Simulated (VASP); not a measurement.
A run of VASP 6.6.1:

File INCAR:

```
SYSTEM = Hf
PREC     = Accurate       ! precision mode
ENCUT    = 500            ! plane-wave cutoff, eV
EDIFF    = 1E-6           ! SCF threshold, eV
ISMEAR   = -1             ! smearing method
SIGMA    = 0.1            ! smearing width, eV
LREAL    = .FALSE.        ! projectors in reciprocal space
LASPH    = .TRUE.         ! aspherical terms in the spheres
NELM     = 120            ! most SCF steps
ALGO     = Normal         ! electronic algorithm
ISIF     = 2              ! what is computed and relaxed
LWAVE    = .FALSE.        ! write WAVECAR
LCHARG   = .FALSE.        ! write CHGCAR
GGA      = PE             ! functional
NBANDS   = 11             ! bands
GGA_COMPAT= .FALSE.
```

File KPOINTS:

```
Automatic mesh
0
G
  4 4 4
  0 0 0
```

Contents of POSCAR:

```
Hf
1.0
   -2.2429137693      0.0000000000      2.2429137693
    0.0000000000      2.2429137693      2.2429137693
   -2.2429137693      2.2429137693      0.0000000000
Hf
1
Direct
    0.0000000000      0.0000000000      0.0000000000
```

Potentials or basis: VASP PAW PBE potentials, release 64 (Hf_pv).

The run is started by

```bash
$ cat potpaw_PBE.64/Hf_pv/POTCAR > POTCAR
$ mpirun -np 1 vasp_std > vasp.out
```

Hardware: 1 thread of Intel(R) Xeon(R) Platinum 8559C (Emerald Rapids), on a shared host.

Task: Estimate the wall time of this run.

Result: Wall time 2.6 s on 1 thread of Intel(R) Xeon(R) Platinum 8559C (Emerald Rapids), with other jobs on the host, peak memory 0.13 GiB. Counts: scf iterations 11, k points 8.
